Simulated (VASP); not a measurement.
A run of VASP 6.6.1 is set up as follows.

The input POSCAR:

```
BAs
1.0
    0.0000000000      2.3885000000      2.3885000000
    2.3885000000      0.0000000000      2.3885000000
    2.3885000000      2.3885000000      0.0000000000
As B
1 1
Direct
    0.7500000000      0.7500000000      0.7500000000
    0.0000000000      0.0000000000      0.0000000000
```

INCAR.step1

```
SYSTEM = BAs
ALGO = Normal
EDIFF = 1E-4
ENCUT = 600
GGA = PE
ISMEAR = -1
LASPH = .True.
LCHARG = .False.
LREAL = .False.
LWAVE = .True.
NELM = 80
PREC = Accurate
SIGMA = 0.05
```

The input INCAR.step2:

```
SYSTEM = BAs
ALGO = Normal
EDIFF = 1E-7
EDIFFG = -0.01
ENCUT = 600
IBRION = 2
ISIF = 3
ISMEAR = -1
ISTART = 1
IVDW = 12
LASPH = .True.
LCHARG = .False.
LMIXTAU = .True.
LREAL = .False.
LWAVE = .False.
METAGGA = R2SCAN
NELM = 80
NSW = 60
PREC = Accurate
SIGMA = 0.05
VDW_A1 = 0.49484001
VDW_A2 = 5.73083694
VDW_S6 = 1.0
VDW_S8 = 0.78981345
```

KPOINTS

```
k-points
0
Gamma
  10 10 10
  0 0 0
```

Potentials or basis: VASP PAW PBE potentials, release 64 (As, B).

Run with:

```bash
$ cat potpaw_PBE.64/As/POTCAR potpaw_PBE.64/B/POTCAR > POTCAR
$ cp INCAR.step1 INCAR
$ mpirun -np 1 vasp_std > vasp.out
$ cp INCAR.step2 INCAR
$ mpirun -np 1 vasp_std > vasp.out
```

(1) Estimate the dispersion energy per atom.

(2) What does it give for the space group after relaxing (to 0.05 Å)?

(3) Estimate the relaxed cell.

## Answers

(1) -0.155 eV.

(2) F-43m (No. 216).

(3) a = 3.370 Å, b = 3.370 Å, c = 3.370 Å, α = 60.00°, β = 60.00°, γ = 60.00°.
